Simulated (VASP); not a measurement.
The system is MnO.

```
Mn O
1.0
     3.37170    0.00000    0.00000
    -1.68585    2.91998    0.00000
     0.00000    0.00000    5.38550
Mn O
2 2
Direct
  0.33333 0.66667 0.01096
  0.66667 0.33333 0.51096
  0.33333 0.66667 0.37547
  0.66667 0.33333 0.87547
```

Base run:

* Program: VASP 6.6.1
* Functional: PBE
* Potentials or basis: VASP PAW PBE potentials, release 64 (Mn_pv, O)
* Cutoff: 520 eV
* k mesh: 9 × 9 × 5
* Occupations: fermi-dirac, width 0.05 eV
* Spin: collinear spin, ferromagnetic start
* Starting moments: [4.5, 4.5, 0.0, 0.0] μB
* Hubbard terms: Mn d U = 4.0 eV

Its results: band gap on the k mesh 0.13 eV; pressure 10.9 GPa; net moment 10.00 μB per cell; site moments Mn +4.59; O +0.11 μB; largest force 0.901 eV/Å.

Question: The run is repeated on the same cell with these changes: hubbard terms from Mn d U = 4.0 eV to none. What comes out?

Answer: Band gap on the k mesh zero (filled and empty bands overlap); pressure 6.5 GPa; net moment 9.99 μB per cell; site moments Mn +4.41; O +0.20 μB; largest force 0.663 eV/Å.

The U term pushes filled and empty states of the shell apart.

Caveats: the run started ferromagnetic, and an antiferromagnetic order may lie lower in energy; the stress differs along the axes, from 8 to 18 GPa (at least some runs); the stress differs along the axes, from 4 to 12 GPa (at least some runs); semilocal functionals often make such compounds metallic where correlation or magnetic order opens a gap, which also shifts bond lengths (at least some runs).

A k mesh can miss the band edges.
